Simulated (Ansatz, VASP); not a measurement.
LiH in VASP and in Ansatz

Contents of INCAR:

```
SYSTEM = LiH
PREC = Accurate
ENCUT = 520
EDIFF = 1E-7
ISMEAR = 0
SIGMA = 0.01
LREAL = .FALSE.
LASPH = .TRUE.
NELM = 100
ALGO = Normal
ISIF = 2
LWAVE = .FALSE.
LCHARG = .FALSE.
GGA = PE
NBANDS = 9
```

Contents of KPOINTS:

```
regular mesh
0
G
  10 10 10
  0 0 0
```

The input POSCAR:

```
LiH
1.0
    0.0000000000      2.1451220101      2.1451220101
    2.1451220101      0.0000000000      2.1451220101
    2.1451220101      2.1451220101      0.0000000000
Li H
1 1
Direct
    0.0000000000      0.0000000000      0.0000000000
    0.2500000000      0.2500000000      0.2500000000
```

Input for Ansatz:

```yaml
crystal:
  lattice:
    - [0.0, 2.1451220101, 2.1451220101]
    - [2.1451220101, 0.0, 2.1451220101]
    - [2.1451220101, 2.1451220101, 0.0]
  atoms:
    - { symbol: Li, position: [0.0, 0.0, 0.0] }
    - { symbol: H, position: [0.25, 0.25, 0.25] }
kpoints:
  mp_grid: { grid: [10, 10, 10] }
  band_path:
    path:
      - [0.0, 0.0, 0.0]
      - [-0.5, -0.5, 0.0]
      - [-0.375, -0.375, 0.25]
      - [-0.375, 0.0, 0.375]
      - [0.0, 0.0, 0.5]
      - [-0.5, -0.25, 0.25]
      - [0.25, -0.5, -0.25]
      - [-0.15, -0.075, 0.425]
    npoints: 1
hamiltonian:
  xc: pbe
scf:
  occupations: { method: fixed }
  n_extra_bands: 4
output:
  forces: true
  stress: true
  eigenvalues: true
```

Alike in both runs: task single point; functional PBE; k mesh 10 × 10 × 10; no spin polarisation.

```csv
,VASP,Ansatz
version,VASP 6.6.1,Ansatz 0.2.0
potentials or method,"VASP PAW PBE potentials, release 64 (Li_sv, H)","plane waves, PAW"
plane-wave cutoff (eV),520,420
occupations,"gaussian, width 0.01 eV",fixed
valence electrons in the cell,4,4
```

Ansatz gave:

```
gap on the k mesh at the Fermi level (eV) : 4.23
```

Problem. Estimate VASP's values.

Solution. gap on the k mesh at the Fermi level (eV): 4.24.

Noted on VASP's run: the cutoff is short for stress, so the pressure is rough.
